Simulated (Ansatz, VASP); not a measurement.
# One calculation of SnO, two programs

File POSCAR:

```
SnO
1.0
    3.6905055000      0.0000000000      0.0000000000
    0.0000000000      5.6741040000      0.0000000000
    0.0000000000      0.0000000000      4.2219700000
Sn O
2 2
Direct
    0.0000000000      0.2319090000      0.5131440000
    0.5000000000      0.7680910000      0.0131440000
    0.0000000000      0.8912500000      0.7368570000
    0.5000000000      0.1087500000      0.2368570000
```

File INCAR.step1:

```
ALGO = Normal
EDIFF = 1E-4
ENCUT = 520
GGA = PE
ISMEAR = 0
LASPH = T
LCHARG = F
LREAL = F
LWAVE = T
NBANDS = 28
NELM = 100
PREC = Accurate
SIGMA = 0.05
```

File INCAR.step2:

```
ALGO = Normal
EDIFF = 1E-6
ENCUT = 520
ISIF = 2
ISMEAR = 0
ISTART = 1
LASPH = T
LCHARG = F
LMIXTAU = T
LREAL = F
LWAVE = F
METAGGA = R2SCAN
NBANDS = 28
NELM = 100
PREC = Accurate
SIGMA = 0.05
```

The input KPOINTS:

```
k-points
0
Gamma
  8 6 6
```

Input for Ansatz:

```yaml
crystal:
  lattice:
    - [3.6905055, 0.0, 0.0]
    - [0.0, 5.674104, 0.0]
    - [0.0, 0.0, 4.22197]
  atoms:
    - { symbol: Sn, position: [0.0, 0.231909, 0.513144] }
    - { symbol: Sn, position: [0.5, 0.768091, 0.013144] }
    - { symbol: O, position: [0.0, 0.89125, 0.736857] }
    - { symbol: O, position: [0.5, 0.10875, 0.236857] }
basis:
  ecutwfc: 500
kpoints:
  mp_grid: { grid: [8, 6, 6] }
hamiltonian:
  xc: r2scan
scf:
  occupations: { method: gaussian, width: 0.05 }
output:
  forces: true
  stress: true
  eigenvalues: true
```

Change from the starting cell: strain +0.1000 x Voigt [1, 0, 0, 0, 0, 0], atoms carried along.

Alike in both runs: task single point; functional r2SCAN; k mesh 8 × 6 × 6; occupations gaussian, width 0.05 eV; no spin polarisation.

```csv
,VASP,Ansatz
version,VASP 6.6.1,Ansatz 0.2.0
potentials or method,"VASP PAW PBE potentials, release 64 (Sn_d, O), cutoff 520 eV","scalar-relativistic, plane waves, PAW"
valence electrons in the cell,40,40
```

```csv
,VASP,Ansatz,Ansatz less VASP
gap on the k mesh at the Fermi level (eV),1.68,1.70,+0.013
least direct gap on the mesh (eV),2.52,2.53,+0.010
pressure (GPa),-8.6,-8.9,-0.30
"traceless stress, the component that is largest in VASP (GPa)",-4.65,-4.68,-0.034
rms of the force components (eV/Å),0.628,0.671,+0.0429
```

VASP's potentials were made for PBE, not for r2SCAN. Atom by atom the forces differ by 0.044 eV/Å (rms over components).
